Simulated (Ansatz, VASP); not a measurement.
Given: the input of a run of Ansatz 0.2.0 on BaTiO3.

input.yaml

```yaml
crystal:
  lattice:
    - [3.70452014, -0.01640867, 0.18507075]
    - [-0.01640867, 4.18451191, 0.02528513]
    - [0.18591286, 0.02540018, 3.8917432]
  atoms:
    - { symbol: Ba, position: [0.0079135, 0.88261446, 0.95959035] }
    - { symbol: Ti, position: [0.50574944, 0.42212167, 0.59782741] }
    - { symbol: O, position: [0.45838189, 0.78893258, 0.98165141] }
    - { symbol: O, position: [0.55779954, 0.89570064, 0.46568812] }
    - { symbol: O, position: [0.97015564, 0.51063065, 0.4952427] }
hamiltonian:
  xc: pbe
  pseudopotentials: { kind: paw }
kpoints:
  mp_grid: { grid: [7, 7, 7] }
scf:
  occupations: { method: fermi_dirac, width: 0.05 }
output:
  forces: true
  stress: true
  eigenvalues: true
```

Potentials or basis: Ansatz PAW.

Command:

```sh
$ ansatz run input.yaml --threads 2 --pin off --max-ram 5632MiB --backend cpu --events-out ev --progress --plain --runs-dir out
```

Problem. Translate it to VASP 6.6.1. Potentials there: VASP PAW PBE potentials, release 64 (Ba_sv, Ti_sv, O).

Solution. As run (the cutoff follows the program's own potentials):

File INCAR:

```
SYSTEM = BaTiO3
PREC     = Accurate       ! precision mode
ENCUT    = 520            ! plane-wave cutoff, eV
EDIFF    = 1E-6           ! SCF threshold, eV
ISMEAR   = -1             ! smearing method
SIGMA    = 0.05           ! smearing width, eV
LREAL    = .FALSE.        ! projectors in reciprocal space
LASPH    = .TRUE.         ! aspherical terms in the spheres
NELM     = 80             ! most SCF steps
ALGO     = Normal         ! electronic algorithm
ISIF     = 2              ! what is computed and relaxed
LWAVE    = .FALSE.        ! write WAVECAR
LCHARG   = .FALSE.        ! write CHGCAR
GGA      = PE             ! functional
NBANDS   = 28             ! bands
```

The input KPOINTS:

```
regular mesh
0
G
  7 7 7
  0 0 0
```

POSCAR

```
BaTiO3
1.0
    3.7045201400     -0.0164086700      0.1850707500
   -0.0164086700      4.1845119100      0.0252851300
    0.1859128600      0.0254001800      3.8917432000
Ba Ti O
1 1 3
Direct
    0.0079135000      0.8826144600      0.9595903500
    0.5057494400      0.4221216700      0.5978274100
    0.4583818900      0.7889325800      0.9816514100
    0.5577995400      0.8957006400      0.4656881200
    0.9701556400      0.5106306500      0.4952427000
```

Potentials or basis: VASP PAW PBE potentials, release 64 (Ba_sv, Ti_sv, O).

The run is started by

```sh
$ cat potpaw_PBE.64/Ba_sv/POTCAR potpaw_PBE.64/Ti_sv/POTCAR potpaw_PBE.64/O/POTCAR > POTCAR
$ mpirun -np 1 vasp_std > vasp.out
```

Both were run:

|  | VASP | Ansatz | Ansatz less VASP |
| --- | --- | --- | --- |
| gap on the k mesh at the Fermi level (eV) | none | none | - |
| pressure (GPa) | 71.4 | 57.9 | -13.50 |
| traceless stress, the component that is largest in VASP (GPa) | 76.76 | 56.84 | -19.921 |
| rms of the force components (eV/Å) | 5.989 | 4.419 | -1.5704 |

Atom by atom the forces differ by 1.761 eV/Å (rms over components). A gap of «none» marks a metal or a gap that the smearing closes. The pressures are high and differ by over a tenth, so treat them with care. The functional is the same, so the differences come from potentials, cutoffs and numerics.

Spin-orbit coupling is off throughout. Noted on VASP's run: the cell as given lies far from equilibrium.
